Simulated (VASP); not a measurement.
Runs of VASP 6.6.1 on Ge. The structure is that of space group Fd-3m (No. 227), or close to it. The cells are those of the table. 

| task | level | potentials or basis | cell | cutoff (eV) | gap on the mesh (eV) | pressure (GPa) | relaxed volume (Å³/atom) |
| --- | --- | --- | --- | --- | --- | --- | --- |
| relaxation of cell and atoms | PBE | VASP PAW PBE potentials, release 64 (Ge_d) | relaxed from a = 4.001 Å, angles 60.0°, 2 atoms | 600 | none | 0.0 | (b) |
| single point | r2SCAN | VASP PAW PBE potentials, release 64 (Ge_d) | a = 4.012 Å, angles 60.0°, 2 atoms | 520 | 0.32 | 0.0 | - |
| relaxation of cell and atoms | PBEsol | VASP PAW PBE potentials, release 64 (Ge_d) | relaxed from a = 4.074 Å, angles 60.0°, 2 atoms | 600 | none | 0.0 | 22.86 |
| single point | PBEsol | VASP PAW PBE potentials, release 64 (Ge_d) | a = 4.013 Å, angles 60.0°, 2 atoms | 520 | none | 0.0 | - |
| single point | PBE | VASP PAW PBE potentials, release 64 (Ge_d) | a = 4.074 Å, angles 60.0°, 2 atoms | 520 | none | -0.1 | - |
| relaxation of cell and atoms | LDA | VASP PAW LDA potentials, release 64 (Ge_d) | relaxed from a = 4.074 Å, angles 60.0°, 2 atoms | 600 | (c) | 0.0 | 22.25 |
| single point | LDA | VASP PAW LDA potentials, release 64 (Ge_d) | a = 3.975 Å, angles 60.0°, 2 atoms | 520 | (a) | 0.2 | - |
| relaxation of cell and atoms | r2SCAN | VASP PAW PBE potentials, release 64 (Ge_d) | relaxed from a = 4.074 Å, angles 60.0°, 2 atoms | 600 | 0.31 | 0.0 | 22.86 |

Alike in all rows: no spin polarisation; k mesh 8 × 8 × 8; smearing fermi-dirac 0.02 eV.

Problem. Fill in the values left out.

Solution. (a) 0.03; (b) 23.85; (c) 0.01.

Caveats: semilocal functionals underestimate gaps, and a narrow one can read as zero; the PAW data sets were made with another functional, which shifts forces and pressure a little (at least some runs); the smearing spreads over this small gap (at least some runs).

A k mesh can miss the band edges, and the runs leave out spin-orbit coupling on Ge.

A gap of «none» marks levels without a gap at the run's occupations.
